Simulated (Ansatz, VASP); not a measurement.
**One calculation of MnS, two programs**

Contents of INCAR:

```
ALGO     = Normal         # electronic algorithm
EDIFF    = 1E-8           # SCF threshold, eV
ENCUT    = 520            # plane-wave cutoff, eV
GGA      = PE             # functional
ISIF     = 2              # what is computed and relaxed
ISMEAR   = -1             # smearing method
ISPIN    = 2              # spin polarisation
LASPH    = True           # aspherical terms in the spheres
LCHARG   = False          # write CHGCAR
LEFG     = True         
LMAXMIX  = 4              # l up to which the mixer works
LORBIT   = 11             # projections on sites
LREAL    = False          # projectors in reciprocal space
LWAVE    = False          # write WAVECAR
MAGMOM   = 4 0            # initial moments
NBANDS   = 20             # bands
NELM     = 150            # most SCF steps
PREC     = Accurate       # precision mode
SIGMA    = 0.03           # smearing width, eV
```

File KPOINTS:

```
k-points
0
Gamma
  14 14 14
```

File POSCAR:

```
MnS
1.0
    0.0000000000      2.6122500000      2.6122500000
    2.6122500000      0.0000000000      2.6122500000
    2.6122500000      2.6122500000      0.0000000000
Mn S
1 1
Direct
    0.0000000000      0.0000000000      0.0000000000
    0.5000000000      0.5000000000      0.5000000000
```

Input for Ansatz:

```yaml
crystal:
  lattice:
    - [0.0, 2.61225, 2.61225]
    - [2.61225, 0.0, 2.61225]
    - [2.61225, 2.61225, 0.0]
  atoms:
    - { symbol: Mn, position: [0.0, 0.0, 0.0], spin: 4.0 }
    - { symbol: S, position: [0.5, 0.5, 0.5] }
magnetization:
  spin_polarized: true
kpoints:
  mp_grid: { grid: [14, 14, 14] }
  band_path:
    path:
      - [0.0, 0.0, 0.0]
      - [0.5, 0.0, 0.5]
      - [0.625, 0.25, 0.625]
      - [0.375, 0.375, 0.75]
      - [0.0, 0.0, 0.0]
      - [0.5, 0.5, 0.5]
      - [0.5, 0.25, 0.75]
      - [0.5, 0.0, 0.5]
    npoints: 8
scf:
  occupations: { method: fermi_dirac, width: 0.03 }
hamiltonian:
  xc: pbe
  pseudopotentials: { kind: paw }
output:
  forces: true
  stress: true
  eigenvalues: true
  efg: { contact_densities: true }
  populations: true
  bader: true
  dos: { projected: true, de: 0.2, e_range: [-14, 8] }
```

Alike in both runs: task electric field gradients; functional PBE; k mesh 14 × 14 × 14; occupations fermi-dirac, width 0.03 eV; collinear spin.

|  | VASP | Ansatz |
| --- | --- | --- |
| version | VASP 6.6.1 | Ansatz 0.2.0 |
| potentials or method | VASP PAW PBE potentials, release 64 (Mn_pv, S) | PAW with Ansatz's default frozen-core files, scalar-relativistic |
| plane-wave cutoff (eV) | 520 | 420 |
| valence electrons in the cell | 19 | 21 |

|  | VASP | Ansatz | Ansatz less VASP |
| --- | --- | --- | --- |
| pressure (GPa) | -3.5 | -3.5 | 0.00 |
| net moment per atom (μB) | 2.36 | 2.36 | -0.001 |
| size of the moment on the site where the two differ most (μB) | 4.27 | 4.22 | -0.043 |

Site moments also hang on the region over which each program counts them. VASP's potentials hold 19 valence electrons a cell and Ansatz's 21, so a difference there can come from the potentials and not from the codes.
